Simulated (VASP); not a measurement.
# Si (a cell with a defect) in VASP: notebook, part 2 of 2

VASP 6.6.1. Earlier steps stand in the parts before.

### 4 Single point, PBEsol

Contents of INCAR:

```
  PREC = Accurate
  ENCUT = 520
  EDIFF = 1E-6
  ISMEAR = 0
  SIGMA = 0.02
  LREAL = Auto
  LASPH = True
  NELM = 100
  ALGO = Normal
  ISIF = 2
  LWAVE = False
  LCHARG = False
  GGA = PS
  NBANDS = 48
```

Contents of KPOINTS:

```
Automatic mesh
0
Gamma
  2 2 2
```

Contents of POSCAR:

```
Si
1.0
    0.0000000000      5.4300000000      5.4300000000
    5.4300000000      0.0000000000      5.4300000000
    5.4300000000      5.4300000000      0.0000000000
Si
17
Direct
   -0.0013201657      0.0004418969      0.0004433702
    0.1279680479      0.1217965930      0.1221286372
    0.0021955801     -0.0066257827      0.5021668508
    0.1281173112      0.1220066298      0.6280139963
    0.0017473297      0.5017637201     -0.0053007366
    0.1280135359      0.6280792818      0.1221923573
    0.0024116943      0.5024444751      0.5023744936
    0.1252068140      0.6247011050      0.6259716390
    0.5003557090      0.0003523941      0.0003560773
    0.6249607735      0.1250574586      0.1248143646
    0.5005042357      0.0005018416      0.4984988950
    0.6220215470      0.1218917127      0.6279230203
    0.5004038674      0.4987992634      0.0004031308
    0.6218655617      0.6279968692      0.1220675875
    0.4939008287      0.5020365562      0.5019912523
    0.6220822284      0.6281395028      0.6279708103
    0.8752367403      0.3746835175      0.3760492634
```

Launch:

```
$ cat potpaw_PBE.64/Si/POTCAR > POTCAR
$ mpirun -np 1 vasp_std > vasp.out
```

It took 7.3 min on 1 thread of Intel Xeon 8259CL, shared host; peak memory 0.47 GiB.

Results (log left out):

```
Free energy            : -93.9216 eV
Pressure               : 3.5 GPa
Largest force          : 0.019 eV/Å
Band gap on the k mesh : zero (bands 34 and 35 overlap by 0.25 eV)
```

Forces on the atoms (eV/Å):
```
Si   0.004 -0.010 -0.006
Si   0.013  0.002  0.001
Si   0.005  0.008  0.001
Si   0.002 -0.013 -0.001
Si  -0.010 -0.007  0.014
Si   0.000  0.002 -0.012
Si  -0.004  0.000 -0.008
Si  -0.001 -0.002  0.000
Si   0.008  0.006  0.011
Si   0.000  0.000  0.000
Si  -0.007 -0.008  0.005
Si   0.003  0.004  0.012
Si  -0.011  0.004 -0.008
Si   0.001  0.014  0.001
Si   0.011  0.001 -0.007
Si  -0.013  0.003 -0.001
Si  -0.001 -0.002  0.000
```

Levels at points of the mesh, in eV from the Fermi level:
| k point | band 30 | band 31 | band 32 | band 33 | band 34 | band 35 | band 36 | band 37 | band 38 | band 39 |
| --- | --- | --- | --- | --- | --- | --- | --- | --- | --- | --- |
| (0.00, 0.00, 0.00) | -1.69 | -0.78 | -0.77 | -0.77 | -0.25 | -0.24 | -0.24 | 0.04 | 0.04 | 0.42 |
| (0.50, 0.00, 0.00) | -1.52 | -1.52 | -1.37 | -1.37 | -0.34 | 0.51 | 0.52 | 0.87 | 0.87 | 1.28 |
| (0.00, 0.50, 0.00) | -1.52 | -1.52 | -1.37 | -1.37 | -0.34 | 0.51 | 0.52 | 0.86 | 0.86 | 1.28 |
| (0.00, 0.00, 0.50) | -1.52 | -1.52 | -1.37 | -1.37 | -0.34 | 0.51 | 0.51 | 0.87 | 0.87 | 1.28 |
| (0.50, 0.50, 0.50) | -1.52 | -1.52 | -1.37 | -1.37 | -0.34 | 0.51 | 0.52 | 0.86 | 0.86 | 1.29 |
| (0.50, 0.50, 0.00) | -1.96 | -1.96 | -1.83 | -0.97 | 0.01 | 0.71 | 1.03 | 1.03 | 1.13 | 1.89 |
| (0.00, 0.50, 0.50) | -1.96 | -1.96 | -1.83 | -0.97 | 0.01 | 0.71 | 1.03 | 1.04 | 1.13 | 1.89 |
| (0.50, 0.00, 0.50) | -1.96 | -1.96 | -1.83 | -0.97 | 0.01 | 0.71 | 1.03 | 1.04 | 1.13 | 1.89 |

Caveat: the k points lie up to 0.50 Å⁻¹ apart; the PAW data sets were made with another functional, which shifts forces and pressure a little.

### 5 Single point, PBEsol

Contents of INCAR:

```
SYSTEM = Si
  PREC = Accurate
  ENCUT = 520
  EDIFF = 1E-6
  ISMEAR = 0
  SIGMA = 0.02
  LREAL = Auto
  LASPH = .True.
  NELM = 60
  ALGO = Normal
  ISIF = 2
  LWAVE = .False.
  LCHARG = .False.
  GGA = PS
  NBANDS = 48
```

Contents of KPOINTS:

```
regular mesh
0
Gamma
  2 2 2
  0 0 0
```

Contents of POSCAR:

```
Si
1.0
    0.0000000000      5.4300000000      5.4300000000
    5.4300000000      0.0000000000      5.4300000000
    5.4300000000      5.4300000000      0.0000000000
Si
17
Direct
    0.0004867403     -0.0003620626     -0.0001677716
    0.1235385820      0.1225720994      0.1225993554
   -0.0024681400     -0.0030257827      0.5026756906
    0.1234294659      0.1227289134      0.6310839779
   -0.0024909761      0.5026235727     -0.0030066298
    0.1233993554      0.6308943831      0.1228520258
   -0.0025578269      0.5027252302      0.5028324125
    0.1265804788      0.6244081031      0.6244707182
    0.5036809392     -0.0034476059     -0.0034096685
    0.6317523941      0.1225398711      0.1227118785
    0.5035558011     -0.0032795580      0.5028953959
    0.6252819521      0.1262760589      0.6240808471
    0.5035014733      0.5027197053     -0.0031453039
    0.6252636280      0.6240037753      0.1262813076
    0.5003279006      0.4998542357      0.4998809392
    0.6252057090      0.6241594843      0.6243267035
    1.2506949355      0.2495702578      0.2497610497
```

Launch:

```
$ cat potpaw_PBE.64/Si/POTCAR > POTCAR
$ mpirun -np 1 vasp_std > vasp.out
```

It took 6.5 min on 1 thread of Intel Xeon 8259CL, shared host; peak memory 0.46 GiB.

It converged, with:

```yaml
Free_energy: -93.9216 eV
Pressure: 3.5 GPa
Largest_force: 0.020 eV/Å
Band_gap_on_the_k_mesh: zero (bands 34 and 35 overlap by 0.25 eV)
```

Forces in eV/Å, atoms in the order of the input:
```
Si   0.003 -0.001  0.000
Si  -0.008 -0.005 -0.006
Si  -0.011  0.009  0.005
Si   0.005  0.009 -0.007
Si  -0.010  0.006  0.008
Si   0.006 -0.007  0.010
Si  -0.008  0.008  0.007
Si   0.000  0.003  0.006
Si   0.006  0.005  0.002
Si  -0.009  0.009  0.009
Si  -0.007 -0.005  0.001
Si   0.008 -0.004 -0.015
Si  -0.007  0.003 -0.004
Si   0.011 -0.015 -0.003
Si   0.004 -0.003 -0.002
Si   0.016 -0.010 -0.006
Si   0.002 -0.003 -0.003
```

Levels at points of the mesh, in eV from the Fermi level:
```tsv
k point	band 32	band 33	band 34	band 35	band 36	band 37
(0.00, 0.00, 0.00)	-0.78	-0.77	-0.25	-0.24	-0.24	0.04
(0.50, 0.00, 0.00)	-1.37	-1.37	-0.34	0.51	0.51	0.86
(0.00, 0.50, 0.00)	-1.37	-1.37	-0.34	0.51	0.51	0.86
(0.00, 0.00, 0.50)	-1.37	-1.37	-0.34	0.51	0.51	0.86
(0.50, 0.50, 0.50)	-1.37	-1.37	-0.34	0.51	0.51	0.86
(0.50, 0.50, 0.00)	-1.83	-0.97	0.01	0.71	1.03	1.03
(0.00, 0.50, 0.50)	-1.83	-0.97	0.01	0.71	1.03	1.04
(0.50, 0.00, 0.50)	-1.83	-0.97	0.01	0.71	1.03	1.04
```

Caveat: the k points lie up to 0.50 Å⁻¹ apart; the PAW data sets were made with another functional, which shifts forces and pressure a little.
